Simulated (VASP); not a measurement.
# Ba (P4/mmm) in VASP: a series of runs

The runs below take Ba through single point, with LDA.

Everything below comes from runs of VASP 6.6.1. Logs are shortened: lines on timing, memory, paths and dates and some standing lists are left out, and cuts for length are marked.

**1. The cell of the first run**

The structure is tetragonal, space group P4/mmm (No. 123). The conventional cell has a = 3.800 Å, b = 3.800 Å, c = 3.859 Å, α = 90.00°, β = 90.00°, γ = 90.00°. Within 5.0 Å of Ba (site symmetry 4/mmm) lie 6 Ba at 3.80 to 3.86 Å.

**2. Single point, LDA (strain -0.030 along x and y, -0.015 along z)**

File INCAR:

```
ALGO = Normal ; EDIFF = 1E-7
ENCUT = 520 ; GGA = CA
ISIF = 2 ; ISMEAR = 0
LASPH = T ; LCHARG = F
LREAL = F ; LWAVE = F
NBANDS = 11 ; NELM = 100
PREC = Accurate ; SIGMA = 0.15
```

File KPOINTS:

```
k-points
0
Gamma
  12 12 12
```

File POSCAR:

```
Ba
1.0
    3.8001860143      0.0000000000      0.0000000000
    0.0000000000      3.8001860143      0.0000000000
    0.0000000000      0.0000000000      3.8589517774
Ba
1
Direct
    0.0000000000      0.0000000000      0.0000000000
```

Potentials or basis: VASP PAW LDA potentials, release 64 (Ba_sv).

Command:

```console
$ cat potpaw_LDA.64/Ba_sv/POTCAR > POTCAR
$ mpirun -np 1 vasp_std > vasp.out
```

OUTCAR:

```text
EDIFF = 1E-7
   ENCUT = 520
   GGA = CA
   ISIF = 2
   ISMEAR = 0
   LASPH = T
   LREAL = F
   NELM = 100
   PREC = Accurate

 ion  position               nearest neighbor table
   1  0.000  0.000  0.000-

  LATTYP: Found a simple tetragonal cell.
 ALAT       =     3.8001860143
 C/A-ratio  =     1.0154639175

  Lattice vectors:

 A1 = (   3.8001860143,   0.0000000000,   0.0000000000)
 A2 = (   0.0000000000,   3.8001860143,   0.0000000000)
 A3 = (   0.0000000000,   0.0000000000,   3.8589517774)

Analysis of symmetry for initial positions (statically):
=====================================================================
 Subroutine PRICEL returns:
 Original cell was already a primitive cell.

 Routine SETGRP: Setting up the symmetry group for a
 simple tetragonal supercell.

 Subroutine GETGRP returns: Found 16 space group operations
 (whereof 16 operations were pure point group operations)
 out of a pool of 16 trial point group operations.

The static configuration has the point symmetry D_4h.

Analysis of symmetry for dynamics (positions and initial velocities):
=====================================================================
 Subroutine PRICEL returns:
 Original cell was already a primitive cell.

 Routine SETGRP: Setting up the symmetry group for a
 simple tetragonal supercell.

 Subroutine GETGRP returns: Found 16 space group operations
 (whereof 16 operations were pure point group operations)
 out of a pool of 16 trial point group operations.

The dynamic configuration has the point symmetry D_4h.

 Subroutine INISYM returns: Found 16 space group operations
 (whereof 16 operations are pure point group operations),
 and found     1 'primitive' translations

----------------------------------------------------------------------------------------

                                     Primitive cell

  volume of cell :      55.7287

  direct lattice vectors                    reciprocal lattice vectors
     3.800186014  0.000000000  0.000000000     0.263145013  0.000000000  0.000000000
     0.000000000  3.800186014  0.000000000     0.000000000  0.263145013  0.000000000
     0.000000000  0.000000000  3.858951777     0.000000000  0.000000000  0.259137729

  length of vectors
     3.800186014  3.800186014  3.858951777     0.263145013  0.263145013  0.259137729

  position of ions in fractional coordinates (direct lattice)
     0.000000000  0.000000000  0.000000000

  ion indices of the primitive-cell ions
   primitive index   ion index
                 1           1

[... 80 lines left out ...]
   TEBEG  =    0.0;   TEEND  =   0.0 temperature during run
   PSTRESS=    0.0 pullay stress
   NELECT =      10.0000    total number of electrons
   NUPDOWN=      -1.0000    fix difference up-down
   EMIN   =  10.00;   EMAX   =-10.00  energy-range for DOS
   EFERMI =   0.00;   METHOD = LEGACY
   ISMEAR =     0;   SIGMA  =   0.15  broadening in eV -4-tet -1-fermi 0-gaus
   EFERMI_NEDOS =   21; number of points for ismear=-14 and -15
   IALGO  =     38    algorithm
   IMIX   =      4    mixing-type and parameters
     AMIX     =   0.40;   BMIX     =  1.00
     AMIX_MAG =   1.60;   BMIX_MAG =  1.00
  volume/ion in A,a.u.               =      55.73       376.08
  Fermi-wavevector in a.u.,A,eV,Ry     =   0.923383  1.744941 11.600816  0.852636
  Thomas-Fermi vector in A             =   2.049013
   LORBIT       =      0    0 simple, 1 ext, 2 COOP (PROOUT), +10 PAW based schemes
   GGA     = CA    functional components
   LHFCALC =     F    Hartree Fock is set to
   AEXX    =    0.0000 exact exchange contribution
   IVDW    =     0    specifies the selected vdW correction
   LEPSILON=     F    determine dielectric tensor
   LRPA    =     F    only Hartree local field effects (RPA)
 non-spin polarized calculation
 Gauss-broadening in eV      SIGMA  =   0.15
  energy-cutoff  :      520.00
  volume of cell :       55.73
 maximum number of plane-waves:      1518
   NGX = 15   NGY = 15   NGZ = 15

 number of electron      10.0000000 magnetization

 Free energy of the ion-electron system (eV)
  ---------------------------------------------------
  ext. energy  EPLUGINS =         0.00000000
  ---------------------------------------------------
  free energy    TOTEN  =        -1.95979259 eV

  energy without entropy =       -1.95077455  energy(sigma->0) =       -1.95528357

 E-fermi :   1.7426     XC(G=0):  -8.0074

 val. band max:        1.7399266426   @ k =   0.5000   0.4167   0.4167
 cond. band min:       1.7595280195   @ k =   0.5000   0.0833   0.1667
 fundamental gap:      0.0196013769
 Fermi energy:         1.7425775841

 k-point     1 :       0.0000    0.0000    0.0000
  band No.  band energies     occupation
      1     -27.1914      2.00000
      2     -11.9605      2.00000
      3     -11.9095      2.00000
      4     -11.9095      2.00000
      5      -0.8312      2.00000
      6       1.6544      1.59431
      7       1.6605      1.56084
      8       7.1041      0.00000
      9       7.1041      0.00000
     10       7.2205      0.00000
     11       9.7886      0.00000
[... 309 lines left out ...]
 k-point    24 :       0.4167    0.3333    0.0000
  band No.  band energies     occupation
      1     -27.0361      2.00000
      2     -12.7381      2.00000
      3     -12.5493      2.00000
      4     -11.7999      2.00000
      5       1.0779      2.00000
      6       2.1807      0.00004
      7       4.6375      0.00000
      8       4.9551      0.00000
      9       5.2331      0.00000
     10       5.4162      0.00000
     11       8.6836      0.00000

 [... further k-points ...]

------------------------ aborting loop because EDIFF is reached ----------------------------------------

  FORCE on cell =-STRESS in cart. coord.  units (eV):
  Direction    XX          YY          ZZ          XY          YZ          ZX
  --------------------------------------------------------------------------------------
  -------------------------------------------------------------------------------------
  Total       -0.1368834     -0.1368834     -0.3000523      0.0000000      0.0000000      0.0000000
  in kB       -3.9353417     -3.9353417     -8.6263792      0.0000000      0.0000000      0.0000000
  external PRESSURE =      -5.4990209 kB  Pullay stress =       0.0000000 kB

 VOLUME and BASIS-vectors are now :
 -----------------------------------------------------------------------------
  energy-cutoff  :      520.00
  volume of cell :       55.73
      direct lattice vectors                 reciprocal lattice vectors
     3.800186014  0.000000000  0.000000000     0.263145013  0.000000000  0.000000000
     0.000000000  3.800186014  0.000000000     0.000000000  0.263145013  0.000000000
     0.000000000  0.000000000  3.858951777     0.000000000  0.000000000  0.259137729

 POSITION                                       TOTAL-FORCE (eV/Angst)
 -----------------------------------------------------------------------------------
      0.00000      0.00000      0.00000         0.000000      0.000000      0.000000
 -----------------------------------------------------------------------------------
    total drift:                               -0.000000     -0.000000     -0.000000

  FREE ENERGIE OF THE ION-ELECTRON SYSTEM (eV)
  ---------------------------------------------------
  free  energy   TOTEN  =        -1.9597925902 eV

  energy  without entropy=       -1.9507745507  energy(sigma->0) =       -1.95528357
```

stdout:

```text
POSCAR found type information on POSCAR Ba
 POSCAR found :  1 types and       1 ions
 scaLAPACK will be used
 LDA part: xc-table for (Slater(with rela. corr.)+CA(PZ))
 , standard interpolation
 POSCAR, INCAR and KPOINTS ok, starting setup
 FFT: planning ... GRIDC
 FFT: planning ... GRID_SOFT
 FFT: planning ... GRID
 WAVECAR not read
 entering main loop
```

Wall time 29 s (1 thread of AMD EPYC 9R45 (Zen 5), shared host); peak memory 0.2 GiB.

What came out:

| Quantity | Value |
| --- | --- |
| Free energy | -1.9598 eV |
| Pressure | -0.5 GPa |
| Band gap on the k mesh | zero (bands 5 and 6 overlap by 0.28 eV) |

Levels at points of the mesh, in eV from the Fermi level:
```tsv
k point	band 2	band 3	band 4	band 5	band 6	band 7	band 8	band 9
(0.00, 0.00, 0.00)	-13.70	-13.65	-13.65	-2.57	-0.09	-0.08	5.36	5.36
(0.50, 0.00, 0.00)	-14.65	-13.60	-13.56	-0.63	0.56	1.18	2.69	2.86
(0.50, 0.50, 0.00)	-14.50	-14.50	-13.51	-1.15	0.80	3.27	3.27	3.94
(0.00, 0.00, 0.50)	-14.59	-13.57	-13.57	-0.70	0.49	1.11	2.92	2.92
(0.50, 0.00, 0.50)	-14.52	-14.44	-13.48	-1.12	0.70	3.38	3.49	3.85
(0.50, 0.50, 0.50)	-14.38	-14.38	-14.31	-0.19	-0.08	-0.08	4.18	7.21
```

Caveat: the cell differs from its parent crystal (strain -0.030 along x and y, -0.015 along z); spin-orbit coupling is left out, which moves the levels of the heavy elements.

**3. Single point, LDA (strain -0.030 along x and y, +0.000 along z)**

File INCAR:

```
SYSTEM = Ba
ALGO     = Normal         ! electronic algorithm
EDIFF    = 1E-6           ! SCF threshold, eV
ENCUT    = 520            ! plane-wave cutoff, eV
GGA      = CA             ! functional
ISIF     = 2              ! what is computed and relaxed
ISMEAR   = 0              ! smearing method
LASPH    = .True.         ! aspherical terms in the spheres
LCHARG   = .False.        ! write CHGCAR
LREAL    = .False.        ! projectors in reciprocal space
LWAVE    = .False.        ! write WAVECAR
NBANDS   = 11             ! bands
NELM     = 80             ! most SCF steps
PREC     = Accurate       ! precision mode
SIGMA    = 0.15           ! smearing width, eV
```

File KPOINTS:

```
k-points
0
Gamma
  12 12 12
  0 0 0
```

Edit POSCAR of step 2 so:

```diff
@@ -4,3 +4,3 @@
     0.0000000000      3.8001860143      0.0000000000
-    0.0000000000      0.0000000000      3.8589517774
+    0.0000000000      0.0000000000      3.9177175405
 Ba
```

Potentials or basis: VASP PAW LDA potentials, release 64 (Ba_sv).

Command:

```console
$ cat potpaw_LDA.64/Ba_sv/POTCAR > POTCAR
$ mpirun -np 1 vasp_std > vasp.out
```

It took 24 s on 1 thread of AMD EPYC 9R45 (Zen 5), shared host; peak memory 0.21 GiB.

It converged, with:

* Free energy: -1.9542 eV
* Pressure: -0.7 GPa
* Band gap on the k mesh: zero (bands 5 and 6 overlap by 0.31 eV)

Stress tensor (GPa, compression positive):
```
-0.38  0.00  0.00
 0.00 -0.38  0.00
 0.00  0.00 -1.25
```

Levels at points of the mesh, in eV from the Fermi level:
```csv
k point,band 3,band 4,band 5,band 6,band 7,band 8
"(0.00, 0.00, 0.00)",-13.67,-13.67,-2.57,-0.08,-0.07,5.25
"(0.50, 0.00, 0.00)",-13.66,-13.57,-0.62,0.58,1.16,2.54
"(0.50, 0.50, 0.00)",-14.51,-13.57,-1.14,0.84,3.13,3.13
"(0.00, 0.00, 0.50)",-13.60,-13.60,-0.76,0.44,1.02,2.98
"(0.50, 0.00, 0.50)",-14.41,-13.51,-1.09,0.65,3.33,3.55
"(0.50, 0.50, 0.50)",-14.41,-14.27,-0.25,-0.03,-0.03,4.17
```

Caveat: the cell differs from its parent crystal (strain -0.030 along x and y, +0.000 along z); spin-orbit coupling is left out, which moves the levels of the heavy elements.

**4. Single point, LDA (strain -0.015 along x and y, -0.030 along z)**

File INCAR:

```
  PREC = Accurate
  ENCUT = 520
  EDIFF = 1E-6
  ISMEAR = 0
  SIGMA = 0.15
  LREAL = F
  LASPH = T
  NELM = 60
  ALGO = Normal
  ISIF = 2
  LWAVE = F
  LCHARG = F
  GGA = CA
  NBANDS = 11
```

File KPOINTS:

```
Automatic mesh
0
Gamma
  12 12 12
```

File POSCAR:

```
Ba
1.0
    3.8589517774      0.0000000000      0.0000000000
    0.0000000000      3.8589517774      0.0000000000
    0.0000000000      0.0000000000      3.8001860143
Ba
1
Direct
    0.0000000000      0.0000000000      0.0000000000
```

Command:

```console
$ cat potpaw_LDA.64/Ba_sv/POTCAR > POTCAR
$ mpirun -np 1 vasp_std > vasp.out
```

Run time: 29 s. Hardware: 1 thread of AMD EPYC 9R45 (Zen 5), shared host; peak memory 0.21 GiB.

The run converged. Its results:

```
Free energy            : -1.9565 eV
Pressure               : -0.7 GPa
Band gap on the k mesh : zero (bands 5 and 6 overlap by 0.32 eV)
```

Stress tensor (GPa, compression positive):
```
-0.82  0.00  0.00
 0.00 -0.82  0.00
 0.00  0.00 -0.35
```

Levels at points of the mesh, in eV from the Fermi level:
```tsv
k point	band 1	band 2	band 3	band 4	band 5	band 6	band 7	band 8	band 9	band 10
(0.00, 0.00, 0.00)	-28.95	-13.72	-13.72	-13.67	-2.58	-0.08	-0.07	5.24	5.36	5.36
(0.50, 0.00, 0.00)	-28.87	-14.61	-13.63	-13.59	-0.69	0.51	1.09	2.76	2.92	5.64
(0.50, 0.50, 0.00)	-28.79	-14.47	-14.47	-13.51	-1.09	0.65	3.44	3.44	3.77	3.77
(0.00, 0.00, 0.50)	-28.86	-14.66	-13.62	-13.62	-0.62	0.59	1.16	2.70	2.70	5.57
(0.50, 0.00, 0.50)	-28.78	-14.53	-14.46	-13.54	-1.11	0.74	3.23	3.34	3.83	3.85
(0.50, 0.50, 0.50)	-28.70	-14.41	-14.34	-14.34	-0.14	-0.14	-0.03	4.17	7.10	7.26
```

Caveat: the cell differs from its parent crystal (strain -0.015 along x and y, -0.030 along z); spin-orbit coupling is left out, which moves the levels of the heavy elements.

**5. Single point, LDA (strain -0.030 along x and y, +0.015 along z)**

File INCAR:

```
SYSTEM = Ba
PREC = Accurate
ENCUT = 520
EDIFF = 1E-7
ISMEAR = 0
SIGMA = 0.15
LREAL = .FALSE.
LASPH = .TRUE.
NELM = 100
ALGO = Normal
ISIF = 2
LWAVE = .FALSE.
LCHARG = .FALSE.
GGA = CA
NBANDS = 11
```

File KPOINTS:

```
Automatic mesh
0
G
  12 12 12
  0 0 0
```

File POSCAR:

```
Ba
1.0
    3.8001860143      0.0000000000      0.0000000000
    0.0000000000      3.8001860143      0.0000000000
    0.0000000000      0.0000000000      3.9764833036
Ba
1
Direct
    0.0000000000      0.0000000000      0.0000000000
```

Potentials or basis: VASP PAW LDA potentials, release 64 (Ba_sv).

Command:

```console
$ cat potpaw_LDA.64/Ba_sv/POTCAR > POTCAR
$ mpirun -np 1 vasp_std > vasp.out
```

OUTCAR:

```text
SYSTEM = Ba
   PREC = Accurate
   ENCUT = 520
   EDIFF = 1E-7
   ISMEAR = 0
   LREAL = .FALSE.
   LASPH = .TRUE.
   NELM = 100
   ISIF = 2
   GGA = CA

 ion  position               nearest neighbor table
   1  0.000  0.000  0.000-

  LATTYP: Found a simple tetragonal cell.
 ALAT       =     3.8001860143
 C/A-ratio  =     1.0463917526

  Lattice vectors:

 A1 = (   3.8001860143,   0.0000000000,   0.0000000000)
 A2 = (   0.0000000000,   3.8001860143,   0.0000000000)
 A3 = (   0.0000000000,   0.0000000000,   3.9764833036)

[... 515 lines left out ...]
 [... further k-points ...]

------------------------ aborting loop because EDIFF is reached ----------------------------------------

  FORCE on cell =-STRESS in cart. coord.  units (eV):
  Direction    XX          YY          ZZ          XY          YZ          ZX
  --------------------------------------------------------------------------------------
  -------------------------------------------------------------------------------------
  Total       -0.1094195     -0.1094195     -0.5829204      0.0000000      0.0000000      0.0000000
  in kB       -3.0527869     -3.0527869    -16.2633863      0.0000000      0.0000000      0.0000000
  external PRESSURE =      -7.4563200 kB  Pullay stress =       0.0000000 kB

 VOLUME and BASIS-vectors are now :
 -----------------------------------------------------------------------------
  energy-cutoff  :      520.00
  volume of cell :       57.43
      direct lattice vectors                 reciprocal lattice vectors
     3.800186014  0.000000000  0.000000000     0.263145013  0.000000000  0.000000000
     0.000000000  3.800186014  0.000000000     0.000000000  0.263145013  0.000000000
     0.000000000  0.000000000  3.976483304     0.000000000  0.000000000  0.251478486

 POSITION                                       TOTAL-FORCE (eV/Angst)
 -----------------------------------------------------------------------------------
      0.00000      0.00000      0.00000         0.000000      0.000000      0.000000
 -----------------------------------------------------------------------------------
    total drift:                               -0.000000      0.000000     -0.000000

  FREE ENERGIE OF THE ION-ELECTRON SYSTEM (eV)
  ---------------------------------------------------
  free  energy   TOTEN  =        -1.9465448352 eV

  energy  without entropy=       -1.9377529433  energy(sigma->0) =       -1.94214889
```

OSZICAR:

```text
N       E                     dE             d eps       ncg     rms          rms(c)
DAV:   1     0.533002402711E+02    0.53300E+02   -0.44111E+03  4312   0.762E+02
DAV:   2     0.668863532866E+00   -0.52631E+02   -0.51178E+02  5243   0.138E+02
DAV:   3    -0.188129961515E+01   -0.25502E+01   -0.25289E+01  5489   0.305E+01
DAV:   4    -0.196058350073E+01   -0.79284E-01   -0.79171E-01  5690   0.502E+00
DAV:   5    -0.196280129014E+01   -0.22178E-02   -0.22175E-02  5929   0.652E-01    0.215E+00
DAV:   6    -0.195220180498E+01    0.10599E-01   -0.10419E-02  5997   0.744E-01    0.123E+00
DAV:   7    -0.194655588868E+01    0.56459E-02   -0.15268E-02  6316   0.914E-01    0.654E-02
DAV:   8    -0.194654468688E+01    0.11202E-04   -0.31531E-04  5249   0.103E-01    0.145E-02
DAV:   9    -0.194654557305E+01   -0.88617E-06   -0.12289E-05  6362   0.173E-02    0.514E-03
DAV:  10    -0.194654481565E+01    0.75741E-06   -0.21730E-06  5290   0.654E-03    0.102E-03
DAV:  11    -0.194654483520E+01   -0.19553E-07   -0.65417E-08  4025   0.171E-03
   1 F= -.19465448E+01 E0= -.19421489E+01  d E =-.879189E-02
```

stdout:

```text
POSCAR found type information on POSCAR Ba
 POSCAR found :  1 types and       1 ions
 scaLAPACK will be used
 LDA part: xc-table for (Slater(with rela. corr.)+CA(PZ))
 , standard interpolation
 POSCAR, INCAR and KPOINTS ok, starting setup
 FFT: planning ... GRIDC
 FFT: planning ... GRID_SOFT
 FFT: planning ... GRID
 WAVECAR not read
 entering main loop
```

Run time: 28 s. Hardware: 1 thread of AMD EPYC 9R45 (Zen 5), shared host; peak memory 0.21 GiB.

Results:

```
Free energy            : -1.9465 eV
Pressure               : -0.7 GPa
Band gap on the k mesh : zero (bands 5 and 6 overlap by 0.26 eV)
```

Stress tensor (GPa, compression positive):
```
-0.31  0.00  0.00
 0.00 -0.31  0.00
 0.00  0.00 -1.63
```

Caveat: the cell differs from its parent crystal (strain -0.030 along x and y, +0.015 along z); spin-orbit coupling is left out, which moves the levels of the heavy elements.

**6. The runs side by side**

```tsv
cell	gap on the mesh (eV)	pressure (GPa)
a = 3.800, b = 3.800, c = 3.859 Å, 1 atom	none	-0.5
a = 3.800, b = 3.800, c = 3.918 Å, 1 atom	none	-0.7
a = 3.859, b = 3.859, c = 3.800 Å, 1 atom	none	-0.7
a = 3.800, b = 3.800, c = 3.976 Å, 1 atom	none	-0.7
```

Alike in all rows: task single point; level LDA; potentials or basis VASP PAW LDA potentials, release 64 (Ba_sv); no spin polarisation; k mesh 12 × 12 × 12; cutoff (eV) 520; smearing gaussian 0.15 eV.

Caveats: spin-orbit coupling is left out, which moves the levels of the heavy elements.

Absolute energies hang on the potentials; compare differences alone.

The gap in the log of VASP goes by the Fermi energy; the results here count the filled bands.